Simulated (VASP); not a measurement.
# AlN (Fm-3m) in VASP: a series of runs, part 2 of 2

VASP 6.6.1. The steps go on from the part before.

## Step 4: Single point, PBEsol

This run uses another cell than the first one, of 8.27 Å³/atom, 0.945 times its volume.

Input file INCAR:

```
PREC     = Accurate       # precision mode
ENCUT    = 520            # plane-wave cutoff, eV
EDIFF    = 1E-6           # SCF threshold, eV
ISMEAR   = -1             # smearing method
SIGMA    = 0.05           # smearing width, eV
LREAL    = F              # projectors in reciprocal space
LASPH    = T              # aspherical terms in the spheres
NELM     = 80             # most SCF steps
ALGO     = Normal         # electronic algorithm
ISIF     = 2              # what is computed and relaxed
LWAVE    = F              # write WAVECAR
LCHARG   = F              # write CHGCAR
GGA      = PS             # functional
NBANDS   = 11             # bands
```

Input file KPOINTS:

```
regular mesh
0
Gamma
  11 11 11
```

Input file POSCAR:

```
AlN
1.0
    0.0000000000      2.0226212540      2.0226212540
    2.0226212540      0.0000000000      2.0226212540
    2.0226212540      2.0226212540      0.0000000000
Al N
1 1
Direct
    0.5000000000      0.5000000000      0.5000000000
    0.0000000000      0.0000000000      0.0000000000
```

Potentials or basis: VASP PAW PBE potentials, release 64 (Al, N).

The run is started by

```sh
cat potpaw_PBE.64/Al/POTCAR potpaw_PBE.64/N/POTCAR > POTCAR
mpirun -np 1 vasp_std > vasp.out
```

OUTCAR:

```text
PREC = Accurate
   ENCUT = 520
   EDIFF = 1E-6
   ISMEAR = -1
   LREAL = F
   LASPH = T
   NELM = 80
   ISIF = 2
   GGA = PS

 ion  position               nearest neighbor table
   1  0.500  0.500  0.500-   2 2.02   2 2.02   2 2.02   2 2.02   2 2.02   2 2.02
   2  0.000  0.000  0.000-   1 2.02   1 2.02   1 2.02   1 2.02   1 2.02   1 2.02

  LATTYP: Found a face centered cubic cell.
 ALAT       =     4.0452425080

  Lattice vectors:

 A1 = (   0.0000000000,   2.0226212540,   2.0226212540)
 A2 = (   2.0226212540,   0.0000000000,   2.0226212540)
 A3 = (   2.0226212540,   2.0226212540,   0.0000000000)

Analysis of symmetry for initial positions (statically):
=====================================================================
 Subroutine PRICEL returns:
 Original cell was already a primitive cell.

 Routine SETGRP: Setting up the symmetry group for a
 face centered cubic supercell.

 Subroutine GETGRP returns: Found 48 space group operations
 (whereof 48 operations were pure point group operations)
 out of a pool of 48 trial point group operations.

The static configuration has the point symmetry O_h .

[... 163 lines left out ...]
 cond. band min:      14.5386778387   @ k =   0.4545   0.4545   0.0000
 fundamental gap:      4.6710753426
 Fermi energy:        10.8108518251

 k-point     1 :       0.0000    0.0000    0.0000
  band No.  band energies     occupation
      1      -7.6693      2.00000
      2       9.8676      2.00000
      3       9.8676      2.00000
      4       9.8676      2.00000
      5      15.5165      0.00000
      6      21.8890      0.00000
      7      21.8890      0.00000
      8      21.8890      0.00000
      9      26.9641      0.00000
     10      27.5450      0.00000
     11      27.5450      0.00000
[... 309 lines left out ...]
 k-point    24 :      -0.1818    0.1818    0.0000
  band No.  band energies     occupation
      1      -5.9627      2.00000
      2       5.3625      2.00000
      3       7.3372      2.00000
      4       9.3142      2.00000
      5      18.2671      0.00000
      6      19.6505      0.00000
      7      21.0046      0.00000
      8      22.4529      0.00000
      9      24.2596      0.00000
     10      28.3723      0.00000
     11      29.9338      0.00000

 [... further k-points ...]
[... 5 lines left out ...]
  --------------------------------------------------------------------------------------
  -------------------------------------------------------------------------------------
  Total       -0.0097998     -0.0097998     -0.0097998      0.0000000     -0.0000000      0.0000000
  in kB       -0.9487556     -0.9487556     -0.9487556      0.0000000     -0.0000000      0.0000000
  external PRESSURE =      -0.9487556 kB  Pullay stress =       0.0000000 kB

 VOLUME and BASIS-vectors are now :
 -----------------------------------------------------------------------------
  energy-cutoff  :      520.00
  volume of cell :       16.55
      direct lattice vectors                 reciprocal lattice vectors
     0.000000000  2.022621254  2.022621254    -0.247203968  0.247203968  0.247203968
     2.022621254  0.000000000  2.022621254     0.247203968 -0.247203968  0.247203968
     2.022621254  2.022621254  0.000000000     0.247203968  0.247203968 -0.247203968

 POSITION                                       TOTAL-FORCE (eV/Angst)
 -----------------------------------------------------------------------------------
      2.02262      2.02262      2.02262        -0.000000     -0.000000     -0.000000
      0.00000      0.00000      0.00000         0.000000      0.000000      0.000000
 -----------------------------------------------------------------------------------
    total drift:                                0.000000     -0.000000     -0.000000

  FREE ENERGIE OF THE ION-ELECTRON SYSTEM (eV)
  ---------------------------------------------------
  free  energy   TOTEN  =       -15.4489314050 eV

  energy  without entropy=      -15.4489314050  energy(sigma->0) =      -15.44893140
```

stdout:

```text
POSCAR found type information on POSCAR AlN
 POSCAR found :  2 types and       2 ions
 scaLAPACK will be used
 -----------------------------------------------------------------------------
|                                                                             |
|                                                                             |
|     You enforced a specific xc type in the INCAR file but a different       |
|     I HOPE YOU KNOW WHAT YOU ARE DOING!                                     |
|                                                                             |
 -----------------------------------------------------------------------------

 LDA part: xc-table for (Slater+PW92), standard interpolation
 POSCAR, INCAR and KPOINTS ok, starting setup
 FFT: planning ... GRIDC
 FFT: planning ... GRID_SOFT
 FFT: planning ... GRID
 WAVECAR not read
 entering main loop
```

Wall time 11 s (1 thread of Intel Xeon 8259CL, shared host); peak memory 0.13 GiB.

What came out:

```
Free energy            : -15.4489 eV
Pressure               : -0.1 GPa
Band gap on the k mesh : 4.67 eV, indirect (least direct gap 5.65 eV)
```

Levels at points of the mesh, in eV from the valence-band top:
```
           k point  band 1  band 2  band 3  band 4  band 5  band 6  band 7  band 8  band 9
(0.00, 0.00, 0.00)  -17.54    0.00    0.00    0.00    5.65   12.02   12.02   12.02   17.10
```

Caveat: the PAW data sets were made with another functional, which shifts forces and pressure a little.

## Step 5: Single point, PBE+D3(BJ)

This run uses another cell than the first one, of 8.21 Å³/atom, 0.938 times its volume.

Input file INCAR:

```
SYSTEM = AlN
PREC = Accurate
ENCUT = 520
EDIFF = 1E-7
ISMEAR = -1
SIGMA = 0.05
LREAL = .FALSE.
LASPH = .TRUE.
NELM = 80
ALGO = Normal
ISIF = 2
LWAVE = .FALSE.
LCHARG = .FALSE.
GGA = PE
IVDW = 12
NBANDS = 11
```

Input file KPOINTS:

```
Automatic mesh
0
G
  11 11 11
  0 0 0
```

Input file POSCAR:

```
AlN
1.0
    0.0000000000      2.0176583074      2.0176583074
    2.0176583074      0.0000000000      2.0176583074
    2.0176583074      2.0176583074      0.0000000000
Al N
1 1
Direct
    0.5000000000      0.5000000000      0.5000000000
    0.0000000000      0.0000000000      0.0000000000
```

The run is started by

```sh
cat potpaw_PBE.64/Al/POTCAR potpaw_PBE.64/N/POTCAR > POTCAR
mpirun -np 1 vasp_std > vasp.out
```

It took 9.9 s on 1 thread of Intel Xeon 8259CL, shared host; peak memory 0.15 GiB.

Results (log left out):

| Property | Result |
| --- | --- |
| Free energy | -15.2209 eV |
| Pressure | -0.3 GPa |
| Band gap on the k mesh | 4.79 eV, indirect (least direct gap 5.76 eV) |
| Dispersion energy per atom | -0.342 eV |

Levels at points of the mesh, in eV from the valence-band top:
| k point | band 1 | band 2 | band 3 | band 4 | band 5 | band 6 | band 7 | band 8 |
| --- | --- | --- | --- | --- | --- | --- | --- | --- |
| (0.00, 0.00, 0.00) | -17.61 | 0.00 | 0.00 | 0.00 | 5.76 | 12.19 | 12.19 | 12.19 |

## Step 6: Single point, PBE+D4

This run uses another cell than the first one, of 8.21 Å³/atom, 0.938 times its volume.

Input file INCAR:

```
SYSTEM = AlN
PREC = Accurate
ENCUT = 520
EDIFF = 1E-6
ISMEAR = -1
SIGMA = 0.05
LREAL = .FALSE.
LASPH = .TRUE.
NELM = 60
ALGO = Normal
ISIF = 2
LWAVE = .FALSE.
LCHARG = .TRUE.
GGA = PE
IVDW = 13
LELF = .TRUE.
LVHAR = .TRUE.
NBANDS = 11
```

KPOINTS is that of step 5.

Input file POSCAR:

```
AlN
1.0
    0.0000000000      2.0175458763      2.0175458763
    2.0175458763      0.0000000000      2.0175458763
    2.0175458763      2.0175458763      0.0000000000
Al N
1 1
Direct
    0.5000000000      0.5000000000      0.5000000000
    0.0000000000      0.0000000000      0.0000000000
```

Potentials or basis: VASP PAW PBE potentials, release 64 (Al, N).

The run is started by

```sh
cat potpaw_PBE.64/Al/POTCAR potpaw_PBE.64/N/POTCAR > POTCAR
mpirun -np 1 vasp_std > vasp.out
```

OUTCAR:

```text
SYSTEM = AlN
   PREC = Accurate
   ENCUT = 520
   EDIFF = 1E-6
   ISMEAR = -1
   LREAL = .FALSE.
   LASPH = .TRUE.
   NELM = 60
   ISIF = 2
   GGA = PE
   IVDW = 13

 ion  position               nearest neighbor table
   1  0.500  0.500  0.500-   2 2.02   2 2.02   2 2.02   2 2.02   2 2.02   2 2.02
   2  0.000  0.000  0.000-   1 2.02   1 2.02   1 2.02   1 2.02   1 2.02   1 2.02

  LATTYP: Found a face centered cubic cell.
 ALAT       =     4.0350917526

  Lattice vectors:

 A1 = (   0.0000000000,   2.0175458763,   2.0175458763)
 A2 = (   2.0175458763,   0.0000000000,   2.0175458763)
 A3 = (   2.0175458763,   2.0175458763,   0.0000000000)

[... 522 lines left out ...]

  Edisp (eV):   -0.74481

  FORCE on cell =-STRESS in cart. coord.  units (eV):
  Direction    XX          YY          ZZ          XY          YZ          ZX
  --------------------------------------------------------------------------------------
  -------------------------------------------------------------------------------------
  Total      -0.03093    -0.03093    -0.03093     0.00000     0.00000    -0.00000
  in kB      -3.01680    -3.01680    -3.01680     0.00000     0.00000    -0.00000
  external pressure =       -3.02 kB  Pullay stress =        0.00 kB

 VOLUME and BASIS-vectors are now :
 -----------------------------------------------------------------------------
  energy-cutoff  :      520.00
  volume of cell :       16.42
      direct lattice vectors                 reciprocal lattice vectors
     0.000000000  2.017545876  2.017545876    -0.247825839  0.247825839  0.247825839
     2.017545876  0.000000000  2.017545876     0.247825839 -0.247825839  0.247825839
     2.017545876  2.017545876  0.000000000     0.247825839  0.247825839 -0.247825839

 POSITION                                       TOTAL-FORCE (eV/Angst)
 -----------------------------------------------------------------------------------
      2.01755      2.01755      2.01755        -0.000000      0.000000      0.000000
      0.00000      0.00000      0.00000         0.000000     -0.000000     -0.000000
 -----------------------------------------------------------------------------------
    total drift:                                0.000000     -0.000000     -0.000000

  FREE ENERGIE OF THE ION-ELECTRON SYSTEM (eV)
  ---------------------------------------------------
  free  energy   TOTEN  =       -15.2819127116 eV

  energy  without entropy=      -15.2819127116  energy(sigma->0) =      -15.28191271
```

stdout:

```text
POSCAR found type information on POSCAR AlN
 POSCAR found :  2 types and       2 ions
 scaLAPACK will be used
 LDA part: xc-table for (Slater+PW92), standard interpolation
 POSCAR, INCAR and KPOINTS ok, starting setup
 FFT: planning ... GRIDC
 FFT: planning ... GRID_SOFT
 FFT: planning ... GRID
 WAVECAR not read
 entering main loop
```

It took 13 s on 1 thread of Intel Xeon 8259CL, shared host; peak memory 0.14 GiB.

What came out:

| Quantity | Value |
| --- | --- |
| Free energy | -15.2819 eV |
| Pressure | -0.3 GPa |
| Band gap on the k mesh | 4.80 eV, indirect (least direct gap 5.77 eV) |
| Dispersion energy per atom | -0.372 eV |

A k mesh can miss the band edges. A hybrid or GW would open this gap; PBE tends to underestimate it.

## Step 7: The runs side by side

```csv
level,potentials or basis,cell,gap on the mesh (eV),pressure (GPa)
LDA,"VASP PAW LDA potentials, release 64 (Al, N)","a = 2.915 Å, angles 60.0°, 2 atoms",4.04,-18.9
LDA,"VASP PAW LDA potentials, release 64 (Al, N)","a = 2.934 Å, angles 60.0°, 2 atoms",3.87,-22.5
PBEsol,"VASP PAW PBE potentials, release 64 (Al, N)","a = 2.860 Å, angles 60.0°, 2 atoms",4.67,-0.1
PBE+D3(BJ),"VASP PAW PBE potentials, release 64 (Al, N)","a = 2.853 Å, angles 60.0°, 2 atoms",4.79,-0.3
PBE+D4,"VASP PAW PBE potentials, release 64 (Al, N)","a = 2.853 Å, angles 60.0°, 2 atoms",4.80,-0.3
```

Alike in all rows: task single point; no spin polarisation; k mesh 11 × 11 × 11; cutoff (eV) 520; smearing fermi-dirac 0.05 eV.

Caveats: the PAW data sets were made with another functional, which shifts forces and pressure a little (some runs).

Total energies depend on the potentials used, so only differences within one code and one set of settings carry meaning.
